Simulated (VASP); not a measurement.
# Nb (P-1) in VASP: notebook

Nb is run at these levels: PBE, LDA, PBEsol; tasks: single point.

Everything below comes from runs of VASP 6.6.1. Logs are shortened: lines on timing, memory, paths and dates and some standing lists are left out, and cuts for length are marked.

## (1) The cell of the first run

The typed cell holds 1 atom: a = 2.707 Å, b = 3.357 Å, c = 2.926 Å, α = 126.55°, β = 106.47°, γ = 102.66°.

## (2) Single point, PBE

Input file INCAR:

```
  PREC = Accurate
  ENCUT = 520
  EDIFF = 1E-6
  ISMEAR = 1
  SIGMA = 0.1
  LREAL = F
  LASPH = T
  NELM = 60
  ALGO = Fast
  ISIF = 2
  LWAVE = F
  LCHARG = T
  GGA = PE
  LELF = T
  LVHAR = T
  NBANDS = 12
```

Input file KPOINTS:

```
Automatic mesh
0
Gamma
  19 18 21
```

Input file POSCAR:

```
Nb
1.0
   -1.4545883700      1.6009203400      1.6273015200
    1.6190107300     -1.9818268200      2.1726303600
    1.2182993000      1.7455377500     -2.0082080000
Nb
1
Direct
    0.0000000000      0.0000000000      0.0000000000
```

Potentials or basis: VASP PAW PBE potentials, release 64 (Nb_sv).

Run with:

```bash
> cat potpaw_PBE.64/Nb_sv/POTCAR > POTCAR
> mpirun -np 1 vasp_std > vasp.out
```

OUTCAR:

```text
PREC = Accurate
   ENCUT = 520
   EDIFF = 1E-6
   ISMEAR = 1
   LREAL = F
   LASPH = T
   NELM = 60
   ISIF = 2
   GGA = PE

 ion  position               nearest neighbor table
   1  0.000  0.000  0.000-

  LATTYP: Found a triclinic cell.
 ALAT       =     2.7068216598
 B/A-ratio  =     1.6678830294
 C/A-ratio  =     3.0197523394
 COS(alpha) =     0.0039638989
 COS(beta)  =     0.5989314928
 COS(gamma) =     0.7833223595

  Lattice vectors:

 A1 = (  -1.4545883700,   1.6009203400,   1.6273015200)
 A2 = (  -2.6728876700,  -0.1446174100,   3.6355095200)
 A3 = (   0.9101435200,   8.0575474500,   1.0299109200)

Analysis of symmetry for initial positions (statically):
=====================================================================
 Subroutine PRICEL returns:
 Original cell was already a primitive cell.

 Routine SETGRP: Setting up the symmetry group for a
 triclinic supercell.

 Subroutine GETGRP returns: Found  2 space group operations
 (whereof  2 operations were pure point group operations)
 out of a pool of  2 trial point group operations.

The static configuration has the point symmetry S_2 .

Analysis of symmetry for dynamics (positions and initial velocities):
=====================================================================
 Subroutine PRICEL returns:
 Original cell was already a primitive cell.

 Routine SETGRP: Setting up the symmetry group for a
 triclinic supercell.

 Subroutine GETGRP returns: Found  2 space group operations
 (whereof  2 operations were pure point group operations)
 out of a pool of  2 trial point group operations.

The dynamic configuration has the point symmetry S_2 .

 Subroutine INISYM returns: Found  2 space group operations
 (whereof  2 operations are pure point group operations),
 and found     1 'primitive' translations

----------------------------------------------------------------------------------------

                                     Primitive cell

  volume of cell :      17.6977

  direct lattice vectors                    reciprocal lattice vectors
    -1.454588370  1.600920340  1.627301520     0.010595277  0.333276093  0.296111867
     1.619010730 -1.981826820  2.172630360     0.342162717  0.053033731  0.253673413
     1.218299300  1.745537750 -2.008208000     0.378762966  0.327437888  0.016433482

[... 85 lines left out ...]
   IBRION =     -1    ionic relax: 0-MD 1-quasi-New 2-CG
   NFREE  =      0    steps in history (QN), initial steepest desc. (CG)
   ISIF   =      2    stress and relaxation
   ISYM   =      2    0-nonsym 1-usesym 2-fastsym
   POTIM  = 0.5000    time-step for ionic-motion
   TEBEG  =    0.0;   TEEND  =   0.0 temperature during run
   PSTRESS=    0.0 pullay stress
   NELECT =      13.0000    total number of electrons
   NUPDOWN=      -1.0000    fix difference up-down
   EMIN   =  10.00;   EMAX   =-10.00  energy-range for DOS
   EFERMI =   0.00;   METHOD = LEGACY
   ISMEAR =     1;   SIGMA  =   0.10  broadening in eV -4-tet -1-fermi 0-gaus
   EFERMI_NEDOS =   21; number of points for ismear=-14 and -15
   IALGO  =     68    algorithm
   IMIX   =      4    mixing-type and parameters
     AMIX     =   0.40;   BMIX     =  1.00
     AMIX_MAG =   1.60;   BMIX_MAG =  1.00
  volume/ion in A,a.u.               =      17.70       119.43
  Fermi-wavevector in a.u.,A,eV,Ry     =   1.477124  2.791359 29.686481  2.181895
  Thomas-Fermi vector in A             =   2.591566
   LORBIT       =      0    0 simple, 1 ext, 2 COOP (PROOUT), +10 PAW based schemes
   GGA     = PE    functional components
   LHFCALC =     F    Hartree Fock is set to
   AEXX    =    0.0000 exact exchange contribution
   IVDW    =     0    specifies the selected vdW correction
   LEPSILON=     F    determine dielectric tensor
   LRPA    =     F    only Hartree local field effects (RPA)
 non-spin polarized calculation
 RMM-DIIS sequential band-by-band and
 Methfessel and Paxton  Order N= 1 SIGMA  =   0.10
  energy-cutoff  :      520.00
  volume of cell :       17.70
 maximum number of plane-waves:       491
   NGX = 11   NGY = 13   NGZ = 11

 number of electron      13.0000000 magnetization

 Free energy of the ion-electron system (eV)
  ---------------------------------------------------
  ext. energy  EPLUGINS =         0.00000000
  ---------------------------------------------------
  free energy    TOTEN  =        -9.84457875 eV

  energy without entropy =       -9.84461775  energy(sigma->0) =       -9.84459175

 E-fermi :  11.7216     XC(G=0): -12.5326

 val. band max:       11.7205964216   @ k =   0.4737   0.0556   0.2857
 cond. band min:      11.7216046072   @ k =  -0.2105   0.1111   0.3333
 fundamental gap:      0.0010081856
 Fermi energy:        11.7215698718

 k-point     1 :       0.0000    0.0000    0.0000
  band No.  band energies     occupation
      1     -42.9670      2.00000
      2     -18.5740      2.00000
      3     -17.9355      2.00000
      4     -17.7544      2.00000
      5       5.5560      2.00000
      6       9.4648      2.00000
      7      11.4979      2.00691
      8      13.3772     -0.00000
      9      14.9542      0.00000
     10      16.5596      0.00000
     11      23.6744      0.00000
     12      25.5926      0.00000
[... 331 lines left out ...]
 k-point    24 :      -0.3158    0.0556    0.0000
  band No.  band energies     occupation
      1     -42.6907      2.00000
      2     -19.1876      2.00000
      3     -18.4686      2.00000
      4     -18.3101      2.00000
      5       7.8850      2.00000
      6      10.3334      2.00000
      7      11.9529     -0.00512
      8      13.8014      0.00000
      9      14.1543      0.00000
     10      15.4561      0.00000
     11      24.9972      0.00000
     12      26.9638      0.00000

 [... further k-points ...]

------------------------ aborting loop because EDIFF is reached ----------------------------------------

  FORCE on cell =-STRESS in cart. coord.  units (eV):
  Direction    XX          YY          ZZ          XY          YZ          ZX
  --------------------------------------------------------------------------------------
  -------------------------------------------------------------------------------------
  Total        2.9217495      0.1991772      0.5687497      0.0771878      1.3988225     -0.1623588
  in kB      264.5065523     18.0315464     51.4890216      6.9878309    126.6356775    -14.6983724
  external PRESSURE =     111.3423734 kB  Pullay stress =       0.0000000 kB

 VOLUME and BASIS-vectors are now :
 -----------------------------------------------------------------------------
  energy-cutoff  :      520.00
  volume of cell :       17.70
      direct lattice vectors                 reciprocal lattice vectors
    -1.454588370  1.600920340  1.627301520     0.010595277  0.333276093  0.296111867
     1.619010730 -1.981826820  2.172630360     0.342162717  0.053033731  0.253673413
     1.218299300  1.745537750 -2.008208000     0.378762966  0.327437888  0.016433482

 POSITION                                       TOTAL-FORCE (eV/Angst)
 -----------------------------------------------------------------------------------
      0.00000      0.00000      0.00000         0.000000      0.000000      0.000000
 -----------------------------------------------------------------------------------
    total drift:                                0.000000     -0.000000     -0.000000

  FREE ENERGIE OF THE ION-ELECTRON SYSTEM (eV)
  ---------------------------------------------------
  free  energy   TOTEN  =        -9.8445787452 eV

  energy  without entropy=       -9.8446177520  energy(sigma->0) =       -9.84459175
```

stdout:

```text
POSCAR found type information on POSCAR Nb
 POSCAR found :  1 types and       1 ions
 scaLAPACK will be used
 LDA part: xc-table for (Slater+PW92), standard interpolation
 POSCAR, INCAR and KPOINTS ok, starting setup
 FFT: planning ... GRIDC
 FFT: planning ... GRID_SOFT
 FFT: planning ... GRID
 WAVECAR not read
 entering main loop
WARNING in EDDRMM: call to ZHEGV failed, returncode =   8  4     11
WARNING in EDDRMM: call to ZHEGV failed, returncode =   6  3      6
WARNING in EDDRMM: call to ZHEGV failed, returncode =   8  4      9
WARNING in EDDRMM: call to ZHEGV failed, returncode =   8  4     10
WARNING in EDDRMM: call to ZHEGV failed, returncode =   6  3     10
WARNING in EDDRMM: call to ZHEGV failed, returncode =   8  4     10
WARNING in EDDRMM: call to ZHEGV failed, returncode =   6  3     10
WARNING in EDDRMM: call to ZHEGV failed, returncode =   8  4      6
WARNING in EDDRMM: call to ZHEGV failed, returncode =   6  3     10
WARNING in EDDRMM: call to ZHEGV failed, returncode =   8  4      6
WARNING in EDDRMM: call to ZHEGV failed, returncode =   6  3     12
WARNING in EDDRMM: call to ZHEGV failed, returncode =   6  3     11
WARNING in EDDRMM: call to ZHEGV failed, returncode =   8  4      6
WARNING in EDDRMM: call to ZHEGV failed, returncode =   6  3      9
WARNING in EDDRMM: call to ZHEGV failed, returncode =   6  3      8
WARNING in EDDRMM: call to ZHEGV failed, returncode =   6  3      9
WARNING in EDDRMM: call to ZHEGV failed, returncode =   8  4      9
WARNING in EDDRMM: call to ZHEGV failed, returncode =   6  3      9
WARNING in EDDRMM: call to ZHEGV failed, returncode =   8  4     10
WARNING in EDDRMM: call to ZHEGV failed, returncode =   6  3     10
```

Wall time 10 min (1 thread of Intel Xeon 6975P-C (Granite Rapids), shared host); peak memory 0.8 GiB.

What came out:

```yaml
Free_energy: -9.8446 eV
Pressure: 11.1 GPa
```

Stress tensor (GPa, compression positive):
```
26.45  0.70 -1.47
 0.70  1.80 12.66
-1.47 12.66  5.15
```

## (3) Single point, PBE, non-collinear spin, zero start, spin-orbit coupling

Input file INCAR:

```
SYSTEM = Nb
  ALGO = Normal
  EDIFF = 1E-6
  ENCUT = 520
  GGA = PE
  GGA_COMPAT = .FALSE.
  ISIF = 2
  ISMEAR = -1
  LASPH = .TRUE.
  LCHARG = .TRUE.
  LMAXMIX = 4
  LORBIT = 11
  LORBMOM = .TRUE.
  LREAL = .FALSE.
  LSORBIT = .TRUE.
  LVHAR = .TRUE.
  LWAVE = .FALSE.
  MAGMOM = 0 0 0
  NBANDS = 24
  NELM = 150
  PREC = Accurate
  SIGMA = 0.1
```

Input file KPOINTS:

```
k-points
0
G
  9 8 9
  0 0 0
```

POSCAR is that of step 2.

Potentials or basis: VASP PAW PBE potentials, release 64 (Nb_sv).

Run with:

```bash
> cat potpaw_PBE.64/Nb_sv/POTCAR > POTCAR
> mpirun -np 1 vasp_ncl > vasp.out
```

Run time: 2.7 min. Hardware: 1 thread of Intel Xeon 6975P-C (Granite Rapids), shared host; peak memory 0.32 GiB.

The run converged. Its results:

* Free energy: -9.9530 eV
* Pressure: 11.4 GPa
* Net moment: 0.00 μB per cell
* Valence electrons inside the program's atomic spheres: Nb 10.86

Stress tensor (GPa, compression positive):
```
26.49  0.21 -2.17
 0.21  1.62 13.23
-2.17 13.23  6.06
```

Moments on the atoms (μB; x, y, z):
```
Nb  0.00 0.00 0.00
```

## (4) Single point, LDA

Input file INCAR:

```
ALGO = Fast
EDIFF = 1E-6
ENCUT = 520
ISIF = 2
ISMEAR = -1
LASPH = True
LCHARG = False
LREAL = False
LWAVE = False
NBANDS = 12
NELM = 60
PREC = Accurate
SIGMA = 0.05
```

Input file KPOINTS:

```
k-points
0
Gamma
  7 6 7
```

POSCAR is that of step 3.

Potentials or basis: VASP PAW LDA potentials, release 64 (Nb_sv).

Run with:

```bash
> cat potpaw_LDA.64/Nb_sv/POTCAR > POTCAR
> mpirun -np 1 vasp_std > vasp.out
```

Wall time 39 s (1 thread of AMD EPYC 9R45 (Zen 5), shared host); peak memory 0.12 GiB.

It converged, with:

```
Free energy : -10.9148 eV
Pressure    : 0.9 GPa
```

Stress tensor (GPa, compression positive):
```
14.74  0.63 -1.59
 0.63 -6.63  9.15
-1.59  9.15 -5.27
```

Levels at points of the mesh, in eV from the Fermi level:
```csv
k point,band 4,band 5,band 6,band 7,band 8,band 9
"(0.00, 0.00, 0.00)",-29.35,-6.17,-2.28,-0.27,1.60,3.17
"(0.00, 0.50, 0.00)",-29.76,-4.03,-1.87,1.86,2.12,3.36
```

Caveat: the k points lie up to 0.45 Å⁻¹ apart.

## (5) Single point, PBEsol

Input file INCAR:

```
PREC = Accurate
ENCUT = 520
EDIFF = 1E-6
ISMEAR = -1
SIGMA = 0.05
LREAL = F
LASPH = T
NELM = 60
ALGO = Normal
ISIF = 2
LWAVE = F
LCHARG = T
GGA = PS
LELF = T
LVHAR = T
NBANDS = 12
```

Input file KPOINTS:

```
regular mesh
0
Gamma
  7 6 7
```

POSCAR is that of step 4.

Potentials or basis: VASP PAW PBE potentials, release 64 (Nb_sv).

Run with:

```bash
> cat potpaw_PBE.64/Nb_sv/POTCAR > POTCAR
> mpirun -np 1 vasp_std > vasp.out
```

OUTCAR:

```text
PREC = Accurate
   ENCUT = 520
   EDIFF = 1E-6
   ISMEAR = -1
   LREAL = F
   LASPH = T
   NELM = 60
   ISIF = 2
   GGA = PS

 ion  position               nearest neighbor table
   1  0.000  0.000  0.000-

  LATTYP: Found a triclinic cell.
 ALAT       =     2.7068216598
 B/A-ratio  =     1.6678830294
 C/A-ratio  =     3.0197523394
 COS(alpha) =     0.0039638989
 COS(beta)  =     0.5989314928
 COS(gamma) =     0.7833223595

  Lattice vectors:

 A1 = (  -1.4545883700,   1.6009203400,   1.6273015200)
 A2 = (  -2.6728876700,  -0.1446174100,   3.6355095200)
 A3 = (   0.9101435200,   8.0575474500,   1.0299109200)

Analysis of symmetry for initial positions (statically):
=====================================================================
 Subroutine PRICEL returns:
 Original cell was already a primitive cell.

 Routine SETGRP: Setting up the symmetry group for a
 triclinic supercell.

 Subroutine GETGRP returns: Found  2 space group operations
 (whereof  2 operations were pure point group operations)
 out of a pool of  2 trial point group operations.

[... 168 lines left out ...]
      1     -43.0014      2.00000
      2     -18.6245      2.00000
      3     -17.9882      2.00000
      4     -17.8063      2.00000
      5       5.3914      2.00000
      6       9.3375      2.00000
      7      11.3607      1.98491
      8      13.2387      0.00000
      9      14.8214      0.00000
     10      16.4411      0.00000
     11      23.5166      0.00000
     12      25.4386      0.00000
[... 331 lines left out ...]
 k-point    24 :       0.1429   -0.0000    0.1429
  band No.  band energies     occupation
      1     -42.7720      2.00000
      2     -19.0198      2.00000
      3     -18.6478      2.00000
      4     -18.2079      2.00000
      5       7.8173      2.00000
      6      10.3867      2.00000
      7      11.1938      1.99946
      8      12.6465      0.00000
      9      14.7463      0.00000
     10      15.2075      0.00000
     11      26.7960      0.00000
     12      27.4870      0.00000

 [... further k-points ...]

------------------------ aborting loop because EDIFF is reached ----------------------------------------

  FORCE on cell =-STRESS in cart. coord.  units (eV):
  Direction    XX          YY          ZZ          XY          YZ          ZX
  --------------------------------------------------------------------------------------
  -------------------------------------------------------------------------------------
  Total        2.1073989     -0.3541154     -0.1490162      0.0833497      1.1143556     -0.1884267
  in kB      190.7832291    -32.0581407    -13.4904635      7.5456632    100.8828323    -17.0583031
  external PRESSURE =      48.4115416 kB  Pullay stress =       0.0000000 kB

 VOLUME and BASIS-vectors are now :
 -----------------------------------------------------------------------------
  energy-cutoff  :      520.00
  volume of cell :       17.70
      direct lattice vectors                 reciprocal lattice vectors
    -1.454588370  1.600920340  1.627301520     0.010595277  0.333276093  0.296111867
     1.619010730 -1.981826820  2.172630360     0.342162717  0.053033731  0.253673413
     1.218299300  1.745537750 -2.008208000     0.378762966  0.327437888  0.016433482

 POSITION                                       TOTAL-FORCE (eV/Angst)
 -----------------------------------------------------------------------------------
      0.00000      0.00000      0.00000         0.000000     -0.000000      0.000000
 -----------------------------------------------------------------------------------
    total drift:                                0.000000     -0.000000     -0.000000

  FREE ENERGIE OF THE ION-ELECTRON SYSTEM (eV)
  ---------------------------------------------------
  free  energy   TOTEN  =       -10.6015506654 eV

  energy  without entropy=      -10.5928228517  energy(sigma->0) =      -10.59718676
```

OSZICAR:

```text
N       E                     dE             d eps       ncg     rms          rms(c)
DAV:   1     0.120073383510E+03    0.12007E+03   -0.72749E+03  3568   0.108E+03
DAV:   2    -0.596493004132E+01   -0.12604E+03   -0.12073E+03  3832   0.392E+02
DAV:   3    -0.106992016931E+02   -0.47343E+01   -0.44635E+01  5112   0.674E+01
DAV:   4    -0.109783130045E+02   -0.27911E+00   -0.27652E+00  5064   0.147E+01
DAV:   5    -0.109893370703E+02   -0.11024E-01   -0.11020E-01  5196   0.236E+00    0.794E+00
DAV:   6    -0.106431932543E+02    0.34614E+00   -0.52535E-01  5772   0.912E+00    0.297E+00
DAV:   7    -0.105974049238E+02    0.45788E-01   -0.18033E-01  5900   0.525E+00    0.916E-01
DAV:   8    -0.106014648274E+02   -0.40599E-02   -0.12742E-02  4208   0.142E+00    0.548E-02
DAV:   9    -0.106015395762E+02   -0.74749E-04   -0.10845E-03  5580   0.298E-01    0.614E-02
DAV:  10    -0.106015574882E+02   -0.17912E-04   -0.61270E-05  4312   0.104E-01    0.144E-02
DAV:  11    -0.106015506903E+02    0.67979E-05   -0.30638E-06  4156   0.229E-02    0.732E-03
DAV:  12    -0.106015506654E+02    0.24861E-07   -0.62785E-07  2644   0.141E-02
   1 F= -.10601551E+02 E0= -.10597187E+02  d E =-.872781E-02
```

stdout:

```text
POSCAR found type information on POSCAR Nb
 POSCAR found :  1 types and       1 ions
 scaLAPACK will be used
 -----------------------------------------------------------------------------
|                                                                             |
|                                                                             |
|     You enforced a specific xc type in the INCAR file but a different       |
|     I HOPE YOU KNOW WHAT YOU ARE DOING!                                     |
|                                                                             |
 -----------------------------------------------------------------------------

 LDA part: xc-table for (Slater+PW92), standard interpolation
 POSCAR, INCAR and KPOINTS ok, starting setup
 FFT: planning ... GRIDC
 FFT: planning ... GRID_SOFT
 FFT: planning ... GRID
 WAVECAR not read
 entering main loop
```

Run time: 19 s. Hardware: 1 thread of AMD EPYC 9R45 (Zen 5), shared host; peak memory 0.13 GiB.

What came out:

```
Free energy : -10.6016 eV
Pressure    : 4.8 GPa
```

Caveat: the k points lie up to 0.45 Å⁻¹ apart; the PAW data sets were made with another functional, which shifts forces and pressure a little.

## (6) Overview

| level | potentials or basis | spin | k mesh | smearing | gap on the mesh (eV) | pressure (GPa) |
| --- | --- | --- | --- | --- | --- | --- |
| PBE | VASP PAW PBE potentials, release 64 (Nb_sv) | off | 19 × 18 × 21 | methfessel-paxton 0.1 eV | none | 11.1 |
| PBE | VASP PAW PBE potentials, release 64 (Nb_sv) | non-collinear, zero start, SOC | 9 × 8 × 9 | fermi-dirac 0.1 eV | - | 11.4 |
| LDA | VASP PAW LDA potentials, release 64 (Nb_sv) | off | 7 × 6 × 7 | fermi-dirac 0.05 eV | none | 0.9 |
| PBEsol | VASP PAW PBE potentials, release 64 (Nb_sv) | off | 7 × 6 × 7 | fermi-dirac 0.05 eV | none | 4.8 |

Alike in all rows: task single point; cell as given; cutoff (eV) 520.

Caveats: some runs use coarse meshes; the PAW data sets were made with another functional, which shifts forces and pressure a little (some runs).

Total energies depend on the potentials used, so only differences within one code and one set of settings carry meaning.
